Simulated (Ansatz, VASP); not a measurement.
# One calculation of MoPt2, two programs

INCAR

```
SYSTEM = MoPt2
ALGO = Normal
EDIFF = 1E-8
ENCUT = 520
GGA = CA
ISIF = 2
ISMEAR = -1
LASPH = .True.
LCHARG = .False.
LEFG = .True.
LREAL = .False.
LWAVE = .False.
NBANDS = 24
NELM = 100
PREC = Accurate
SIGMA = 0.05
```

KPOINTS

```
k-points
0
Gamma
  13 13 13
  0 0 0
```

File POSCAR:

```
MoPt2
1.0
   -1.3740000000      1.9575000000      4.1190000000
    1.3740000000     -1.9575000000      4.1190000000
    1.3740000000      1.9575000000     -4.1190000000
Mo Pt
1 2
Direct
    0.0000000000      0.0000000000      0.0000000000
    0.6617000000      0.6617000000      0.0000000000
    0.3383000000      0.3383000000      0.0000000000
```

Input for Ansatz:

```yaml
crystal:
  lattice:
    - [-1.374, 1.9575, 4.119]
    - [1.374, -1.9575, 4.119]
    - [1.374, 1.9575, -4.119]
  atoms:
    - { symbol: Mo, position: [0.0, 0.0, 0.0] }
    - { symbol: Pt, position: [0.6617, 0.6617, 0.0] }
    - { symbol: Pt, position: [0.3383, 0.3383, 0.0] }
kpoints:
  mp_grid: { grid: [13, 13, 13] }
scf:
  occupations: { method: fermi_dirac, width: 0.05 }
hamiltonian:
  xc: lda
  pseudopotentials: { kind: paw }
output:
  forces: true
  stress: true
  eigenvalues: true
  efg: { contact_densities: true }
  populations: true
  write_density: true
  write_potential: true
  elf: true
  volumetric_format: npy
```

Change from the starting cell: shortest bond scaled by 1.1, PAW files.

Alike in both runs: task electric field gradients; functional LDA; k mesh 13 × 13 × 13; occupations fermi-dirac, width 0.05 eV; no spin polarisation.

|  | VASP | Ansatz |
| --- | --- | --- |
| version | VASP 6.6.1 | Ansatz 0.2.0 |
| potentials or method | VASP PAW LDA potentials, release 64 (Mo_sv, Pt) | PAW with Ansatz's default frozen-core files, scalar-relativistic |
| plane-wave cutoff (eV) | 520 | 420 |
| valence electrons in the cell | 34 | 50 |

|  | VASP | Ansatz | Ansatz less VASP |
| --- | --- | --- | --- |
| pressure (GPa) | -2.1 | -3.2 | -1.00 |
| traceless stress, the component that is largest in VASP (GPa) | -1.56 | -1.55 | +0.011 |
| rms of the force components (eV/Å) | 0.170 | 0.163 | -0.0070 |
| size of Vzz on the site where it differs most (V/Å²) | 27.1 | 20.6 | -6.54 |

LDA's correlation is that of Perdew and Zunger in VASP and of Perdew and Wang (1992) in Ansatz. Atom by atom the forces differ by 0.007 eV/Å (rms over components). VASP's potentials hold 34 valence electrons a cell and Ansatz's 50, so a difference there can come from the potentials and not from the codes.

Neither program's run includes spin-orbit coupling.
